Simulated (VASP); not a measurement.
# Ir (Fm-3m) in VASP: single point with PBEsol

Aim: the single point of Ir with PBEsol.

Everything below comes from runs of VASP 6.6.1. Logs are shortened: lines on timing, memory, paths and dates and some standing lists are left out, and cuts for length are marked.

## (1) The cell of the first run

It takes space group Fm-3m (No. 225, cubic). Conventional cell: a = 3.831 Å, b = 3.831 Å, c = 3.831 Å, α = 90.00°, β = 90.00°, γ = 90.00°. Ir (site symmetry m-3m) has 12 Ir at 2.71 Å within 3.6 Å.

## (2) Single point, PBEsol

File INCAR:

```
SYSTEM = Ir
PREC = Accurate
ENCUT = 560
EDIFF = 1E-6
ISMEAR = -1
SIGMA = 0.08
LREAL = .False.
LASPH = .True.
NELM = 120
ALGO = Normal
ISIF = 2
LWAVE = .False.
LCHARG = .True.
GGA = PS
LELF = .True.
LVHAR = .True.
NBANDS = 14
GGA_COMPAT = .False.
```

File KPOINTS:

```
Automatic mesh
0
Gamma
  19 19 19
  0 0 0
```

File POSCAR:

```
Ir
1.0
    0.0000000000      1.9156588830      1.9156588830
    1.9156588830      0.0000000000      1.9156588830
    1.9156588830      1.9156588830      0.0000000000
Ir
1
Direct
    0.0000000000      0.0000000000      0.0000000000
```

Potentials or basis: VASP PAW PBE potentials, release 64 (Ir_sv_GW).

Run with:

```console
$ cat potpaw_PBE.64/Ir_sv_GW/POTCAR > POTCAR
$ mpirun -np 1 vasp_std > vasp.out
```

OUTCAR:

```text
SYSTEM = Ir
   PREC = Accurate
   ENCUT = 560
   EDIFF = 1E-6
   ISMEAR = -1
   LREAL = .False.
   LASPH = .True.
   NELM = 120
   ISIF = 2
   GGA = PS

 ion  position               nearest neighbor table
   1  0.000  0.000  0.000-

  LATTYP: Found a face centered cubic cell.
 ALAT       =     3.8313177660

  Lattice vectors:

 A1 = (   0.0000000000,   1.9156588830,   1.9156588830)
 A2 = (   1.9156588830,   0.0000000000,   1.9156588830)
 A3 = (   1.9156588830,   1.9156588830,   0.0000000000)

Analysis of symmetry for initial positions (statically):
=====================================================================
 Subroutine PRICEL returns:
 Original cell was already a primitive cell.

 Routine SETGRP: Setting up the symmetry group for a
 face centered cubic supercell.

 Subroutine GETGRP returns: Found 48 space group operations
 (whereof 48 operations were pure point group operations)
 out of a pool of 48 trial point group operations.

The static configuration has the point symmetry O_h .

Analysis of symmetry for dynamics (positions and initial velocities):
=====================================================================
 Subroutine PRICEL returns:
 Original cell was already a primitive cell.

 Routine SETGRP: Setting up the symmetry group for a
 face centered cubic supercell.

 Subroutine GETGRP returns: Found 48 space group operations
 (whereof 48 operations were pure point group operations)
 out of a pool of 48 trial point group operations.

The dynamic configuration has the point symmetry O_h .

 Subroutine INISYM returns: Found 48 space group operations
 (whereof 48 operations are pure point group operations),
 and found     1 'primitive' translations

----------------------------------------------------------------------------------------

                                     Primitive cell

  volume of cell :      14.0600

  direct lattice vectors                    reciprocal lattice vectors
     0.000000000  1.915658883  1.915658883    -0.261006803  0.261006803  0.261006803
     1.915658883  0.000000000  1.915658883     0.261006803 -0.261006803  0.261006803
     1.915658883  1.915658883  0.000000000     0.261006803  0.261006803 -0.261006803

  length of vectors
     2.709150773  2.709150773  2.709150773     0.452077043  0.452077043  0.452077043

  position of ions in fractional coordinates (direct lattice)
     0.000000000  0.000000000  0.000000000

  ion indices of the primitive-cell ions
   primitive index   ion index
                 1           1

----------------------------------------------------------------------------------------

 KPOINTS: Automatic mesh

Automatic generation of k-mesh.
 Grid dimensions read from file:
 generate k-points for:   19   19   19

 Generating k-lattice:

  Cartesian coordinates                     Fractional coordinates (reciprocal lattice)
    -0.013737200  0.013737200  0.013737200     0.052631579  0.000000000  0.000000000
     0.013737200 -0.013737200  0.013737200     0.000000000  0.052631579  0.000000000
     0.013737200  0.013737200 -0.013737200     0.000000000  0.000000000  0.052631579

  Length of vectors
     0.023793529  0.023793529  0.023793529

  Shift w.r.t. Gamma in fractional coordinates (k-lattice)
     0.000000000  0.000000000  0.000000000

 Subroutine IBZKPT returns following result:
 ===========================================

 Found    220 irreducible k-points:

 Following reciprocal coordinates:
            Coordinates               Weight
  0.000000  0.000000  0.000000      1.000000
  0.052632  0.000000  0.000000      8.000000
  0.105263  0.000000  0.000000      8.000000
  0.157895  0.000000  0.000000      8.000000
  0.210526  0.000000  0.000000      8.000000
  0.263158  0.000000  0.000000      8.000000
[... 16 lines left out ...]
 -0.315789  0.052632  0.000000     24.000000
 -0.263158  0.052632  0.000000     24.000000
 [... further k-points ...]
   k-points           NKPTS =    220   k-points in BZ     NKDIM =    220   number of bands    NBANDS=     14
   number of dos      NEDOS =    301   number of ions     NIONS =      1
   total plane-waves  NPLWV =  13824
   dimension x,y,z NGX =    24 NGY =   24 NGZ =   24
   dimension x,y,z NGXF=    48 NGYF=   48 NGZF=   48
   ions per type =               1
   NGX,Y,Z   is equivalent  to a cutoff of  14.73, 14.73, 14.73 a.u.
   NGXF,Y,Z  is equivalent  to a cutoff of  29.46, 29.46, 29.46 a.u.
 SYSTEM =  Ir
   PREC   = accura    normal or accurate (medium, high low for compatibility)
   ISTART =      0    job   : 0-new  1-cont  2-samecut
   ICHARG =      2    charge: 1-file 2-atom 10-const
   ISPIN  =      1    spin polarized calculation?
   LNONCOLLINEAR =      F non collinear calculations
   LSORBIT =      F    spin-orbit coupling
   LASPH  =      T    aspherical Exc in radial PAW
   ENCUT  =  560.0 eV  41.16 Ry    6.42 a.u.   5.23  5.23  5.23*2*pi/ulx,y,z
   NELM   =    120;   NELMIN=  2; NELMDL= -5     # of ELM steps
   EDIFF  = 0.1E-05   stopping-criterion for ELM
   LREAL  =      F    real-space projection
   EDIFFG = 0.1E-04   stopping-criterion for IOM
   NSW    =      0    number of steps for IOM
   IBRION =     -1    ionic relax: 0-MD 1-quasi-New 2-CG
   NFREE  =      0    steps in history (QN), initial steepest desc. (CG)
   ISIF   =      2    stress and relaxation
   ISYM   =      2    0-nonsym 1-usesym 2-fastsym
   POTIM  = 0.5000    time-step for ionic-motion
   TEBEG  =    0.0;   TEEND  =   0.0 temperature during run
   PSTRESS=    0.0 pullay stress
   NELECT =      17.0000    total number of electrons
   NUPDOWN=      -1.0000    fix difference up-down
   EMIN   =  10.00;   EMAX   =-10.00  energy-range for DOS
   EFERMI =   0.00;   METHOD = LEGACY
   ISMEAR =    -1;   SIGMA  =   0.08  broadening in eV -4-tet -1-fermi 0-gaus
   EFERMI_NEDOS =   21; number of points for ismear=-14 and -15
   IALGO  =     38    algorithm
   IMIX   =      4    mixing-type and parameters
     AMIX     =   0.40;   BMIX     =  1.00
     AMIX_MAG =   1.60;   BMIX_MAG =  1.00
  volume/ion in A,a.u.               =      14.06        94.88
  Fermi-wavevector in a.u.,A,eV,Ry     =   1.744066  3.295807 41.385751  3.041767
  Thomas-Fermi vector in A             =   2.816018
   LORBIT       =      0    0 simple, 1 ext, 2 COOP (PROOUT), +10 PAW based schemes
   GGA     = PS    functional components
   LHFCALC =     F    Hartree Fock is set to
   AEXX    =    0.0000 exact exchange contribution
   IVDW    =     0    specifies the selected vdW correction
   LEPSILON=     F    determine dielectric tensor
   LRPA    =     F    only Hartree local field effects (RPA)
 non-spin polarized calculation
  energy-cutoff  :      560.00
  volume of cell :       14.06
 maximum number of plane-waves:       444
 NGX is ok and might be reduce to    24
   NGX = 11   NGY = 11   NGZ = 11

 number of electron      17.0000000 magnetization

 Free energy of the ion-electron system (eV)
  ---------------------------------------------------
  ext. energy  EPLUGINS =         0.00000000
  ---------------------------------------------------
  free energy    TOTEN  =       -10.40383205 eV

  energy without entropy =      -10.38063035  energy(sigma->0) =      -10.39223120

 E-fermi :  12.8373     XC(G=0): -14.7454

 val. band max:       12.8365141591   @ k =  -0.1579   0.1579   0.0526
 cond. band min:      12.8405780553   @ k =   0.4737   0.3684   0.0000
 fundamental gap:      0.0040638962
 Fermi energy:        12.8373263066

 k-point     1 :       0.0000    0.0000    0.0000
  band No.  band energies     occupation
      1     -80.1834      2.00000
      2     -36.5602      2.00000
      3     -36.5602      2.00000
      4     -36.5602      2.00000
      5       1.6164      2.00000
      6       8.9252      2.00000
      7       8.9252      2.00000
      8       8.9252      2.00000
      9      11.6643      2.00000
     10      11.6643      2.00000
     11      26.4248      0.00000
     12      31.9637      0.00000
     13      31.9637      0.00000
     14      31.9637      0.00000

 k-point     2 :       0.0526    0.0000    0.0000
  band No.  band energies     occupation
      1     -80.1816      2.00000
      2     -36.5828      2.00000
      3     -36.5632      2.00000
      4     -36.5632      2.00000
      5       1.7417      2.00000
      6       8.8566      2.00000
      7       8.9795      2.00000
      8       8.9795      2.00000
      9      11.6276      2.00000
     10      11.6276      2.00000
     11      26.6446      0.00000
     12      31.3750      0.00000
     13      32.1745      0.00000
     14      32.1745      0.00000

 k-point     3 :       0.1053    0.0000    0.0000
  band No.  band energies     occupation
      1     -80.1769      2.00000
      2     -36.6491      2.00000
      3     -36.5725      2.00000
      4     -36.5725      2.00000
      5       2.1056      2.00000
      6       8.6777      2.00000
      7       9.1241      2.00000
      8       9.1241      2.00000
      9      11.5438      2.00000
     10      11.5438      2.00000
     11      27.2553      0.00000
     12      30.1382      0.00000
     13      32.7916      0.00000
     14      32.7916      0.00000
[... 324 lines left out ...]
 k-point    23 :      -0.3158    0.0526    0.0000
  band No.  band energies     occupation
      1     -80.1323      2.00000
      2     -37.1677      2.00000
      3     -36.6705      2.00000
      4     -36.6391      2.00000
      5       4.6350      2.00000
      6       9.0457      2.00000
      7       9.1770      2.00000
      8       9.2142      2.00000
      9      12.2811      1.99809
     10      13.1540      0.03746
     11      24.0959      0.00000
     12      27.9912      0.00000
     13      33.6296      0.00000
     14      35.6947      0.00000

 k-point    24 :      -0.2632    0.0526    0.0000
  band No.  band energies     occupation
      1     -80.1427      2.00000
      2     -37.0483      2.00000
      3     -36.6537      2.00000
      4     -36.6204      2.00000
      5       4.2804      2.00000
      6       8.4578      2.00000
      7       9.2892      2.00000
      8       9.3838      2.00000
      9      11.7078      2.00000
     10      12.5793      1.92357
     11      25.6188      0.00000
     12      28.9849      0.00000
     13      34.7014      0.00000
     14      35.7258      0.00000

 [... further k-points ...]
[... 5 lines left out ...]
  --------------------------------------------------------------------------------------
  -------------------------------------------------------------------------------------
  Total       -0.1665868     -0.1665868     -0.1665868      0.0000000     -0.0000000      0.0000000
  in kB      -18.9830746    -18.9830746    -18.9830746      0.0000000     -0.0000000      0.0000000
  external PRESSURE =     -18.9830746 kB  Pullay stress =       0.0000000 kB

 VOLUME and BASIS-vectors are now :
 -----------------------------------------------------------------------------
  energy-cutoff  :      560.00
  volume of cell :       14.06
      direct lattice vectors                 reciprocal lattice vectors
     0.000000000  1.915658883  1.915658883    -0.261006803  0.261006803  0.261006803
     1.915658883  0.000000000  1.915658883     0.261006803 -0.261006803  0.261006803
     1.915658883  1.915658883  0.000000000     0.261006803  0.261006803 -0.261006803

 POSITION                                       TOTAL-FORCE (eV/Angst)
 -----------------------------------------------------------------------------------
      0.00000      0.00000      0.00000         0.000000      0.000000     -0.000000
 -----------------------------------------------------------------------------------
    total drift:                                0.000000      0.000000      0.000000

  FREE ENERGIE OF THE ION-ELECTRON SYSTEM (eV)
  ---------------------------------------------------
  free  energy   TOTEN  =       -10.4038320486 eV

  energy  without entropy=      -10.3806303480  energy(sigma->0) =      -10.39223120
```

Wall time 37 s (1 thread of Intel Xeon Platinum 8259CL at 2.50GHz (Skylake/Cascade Lake), shared host); peak memory 0.18 GiB.

What came out:

```yaml
Free_energy: -10.4038 eV
Pressure: -1.9 GPa
Band_gap_on_the_k_mesh: zero (an odd number of electrons rules out a gap without spin polarisation)
```

Levels at points of the mesh, in eV from the Fermi level:
```csv
k point,band 6,band 7,band 8,band 9,band 10,band 11
"(0.00, 0.00, 0.00)",-3.91,-3.91,-3.91,-1.17,-1.17,13.59
```

Caveat: the PAW data sets were made with another functional, which shifts forces and pressure a little; spin-orbit coupling is left out, which moves the levels of the heavy elements.
